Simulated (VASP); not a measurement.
Ag: single point with r2SCAN

The system is Ag.

```xyz
1
Lattice="0.0000 2.0105 2.0105 2.0105 0.0000 2.0105 2.0105 2.0105 0.0000" Properties=species:S:1:pos:R:3 pbc="T T T"
Ag    0.0000    0.0000    0.0000
```

This cell differs from its parent crystal: volume scaled by 0.94.

```json
{"Program": "VASP 6.6.1", "Task": "single point", "Functional": "r2SCAN", "Potentials or basis": "VASP PAW PBE potentials, release 64 (Ag)", "Cutoff": "520 eV", "k mesh": "18 × 18 × 18", "Occupations": "fermi-dirac, width 0.1 eV", "Spin": "no spin polarisation", "Dipole correction": "no", "Further INCAR settings": "ALGO = Normal; EDIFF = 1e-06; NBANDS = 12"}
```

```yaml
Pressure: 7.9 GPa
```

Levels at points of the mesh, in eV from the Fermi level:
```tsv
k point	band 4	band 5	band 6	band 7	band 8	band 9
(0.00, 0.00, 0.00)	-5.32	-4.18	-4.18	16.76	20.80	20.80
(0.50, 0.00, 0.00)	-3.30	-3.30	-0.47	4.00	16.01	19.15
(0.50, 0.50, 0.00)	-3.06	-3.06	1.68	7.37	11.41	11.41
```

Run time: 4.8 min on 1 thread of AMD EPYC 7R13 (shared host), peak memory 0.14 GiB.

Caveat: the PAW data sets were made with another functional, which shifts forces and pressure a little.
